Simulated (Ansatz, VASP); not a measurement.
## CdS2O2 in VASP and in Ansatz

The input INCAR:

```
SYSTEM = CdS2O2
ALGO = Normal
EDIFF = 1E-7
ENCUT = 520
GGA = PE
ISIF = 2
ISMEAR = 0
LASPH = .True.
LCHARG = .False.
LREAL = .False.
LWAVE = .False.
NBANDS = 26
NELM = 60
PREC = Accurate
SIGMA = 0.1
```

Contents of KPOINTS:

```
k-points
0
Gamma
  6 6 4
  0 0 0
```

POSCAR

```
CdS2O2
1.0
    4.2009704900      0.0000000000      0.0000000000
   -2.1004852400      3.6381471600      0.0000000000
    0.0000000000      0.0000000000      6.9112448400
Cd S O
1 2 2
Direct
    0.0000000000      0.0000000000      0.0000000000
    0.6666666700      0.3333333300      0.7471000000
    0.3333333300      0.6666666700      0.2529000000
    0.3333333300      0.6666666700      0.6308000100
    0.6666666700      0.3333333300      0.3691999900
```

Input for Ansatz:

```yaml
crystal:
  lattice:
    - [4.20097049, 0.0, 0.0]
    - [-2.10048524, 3.63814716, 0.0]
    - [0.0, 0.0, 6.91124484]
  atoms:
    - { symbol: Cd, position: [0.0, 0.0, 0.0] }
    - { symbol: S, position: [0.66666667, 0.33333333, 0.7471] }
    - { symbol: S, position: [0.33333333, 0.66666667, 0.2529] }
    - { symbol: O, position: [0.33333333, 0.66666667, 0.63080001] }
    - { symbol: O, position: [0.66666667, 0.33333333, 0.36919999] }
basis:
  ecutwfc: 420
kpoints:
  mp_grid: { grid: [6, 6, 4] }
hamiltonian:
  xc: pbe
scf:
  occupations: { method: gaussian, width: 0.1 }
  lower_state_search: "off"
output:
  forces: true
  stress: true
  eigenvalues: true
```

Change from the starting cell: species swapped into the EuMg2Sb2 type (P-3m1, No. 164).

Alike in both runs: task single point; functional PBE; k mesh 6 × 6 × 4; occupations gaussian, width 0.1 eV; no spin polarisation.

```csv
,VASP,Ansatz
version,VASP 6.6.1,Ansatz 0.2.0
potentials or method,"VASP PAW PBE potentials, release 64 (Cd, S, O), cutoff 520 eV","scalar-relativistic, plane waves, PAW"
valence electrons in the cell,36,44
```

|  | VASP | Ansatz | Ansatz less VASP |
| --- | --- | --- | --- |
| gap on the k mesh at the Fermi level (eV) | none | none | - |
| pressure (GPa) | -12.9 | -12.9 | 0.00 |
| rms of the force components (eV/Å) | 0.445 | 0.442 | -0.0031 |

Atom by atom the forces differ by 0.004 eV/Å (rms over components). A gap of «none» marks a metal or a gap that the smearing closes. With one functional, cell and mesh, what is left measures potentials, basis and numerics. VASP's potentials hold 36 valence electrons a cell and Ansatz's 44, so a difference there can come from the potentials and not from the codes.
